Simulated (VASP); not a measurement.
A run of VASP 6.6.1 is set up as follows.

The input INCAR:

```
  PREC = Accurate
  ENCUT = 600
  EDIFF = 1E-7
  ISMEAR = -1
  SIGMA = 0.1
  LREAL = F
  LASPH = T
  NELM = 100
  ALGO = Normal
  ISIF = 3
  LWAVE = F
  LCHARG = F
  GGA = PE
  IBRION = 2
  NSW = 32
  EDIFFG = -0.005
  PSTRESS = 500.0
```

File KPOINTS:

```
regular mesh
0
Gamma
  15 15 8
```

Contents of POSCAR:

```
Te
1.0
    3.1145461776      0.0000000000      0.0000000000
   -1.5572730888      2.6972761110      0.0000000000
    0.0000000000      0.0000000000      4.6464185153
Te
2
Direct
    0.3333333333      0.6666666667      0.2500000000
    0.6666666667      0.3333333333      0.7500000000
```

Potentials or basis: VASP PAW PBE potentials, release 64 (Te).

Command:

```bash
$ cat potpaw_PBE.64/Te/POTCAR > POTCAR
$ mpirun -np 1 vasp_std > vasp.out
```

(1) Predict the relaxed cell.

(2) Predict the relaxed volume.

(3) Predict the space group after relaxing (to 0.05 Å).

(4) What does it give for the band gap on the k mesh?

Answers

(1) a = 3.114 Å, b = 3.114 Å, c = 4.648 Å, α = 90.00°, β = 90.00°, γ = 120.00°.

(2) 19.51 Å³/atom.

(3) P6_3/mmc (No. 194).

(4) zero (band 6 reaches 18.30 eV, above the bottom of band 7 at 10.97 eV).

Caveat: the cell is relaxed towards a set pressure, so the enthalpy falls and the energy may rise; spin-orbit coupling is left out, which moves the levels of the heavy elements.
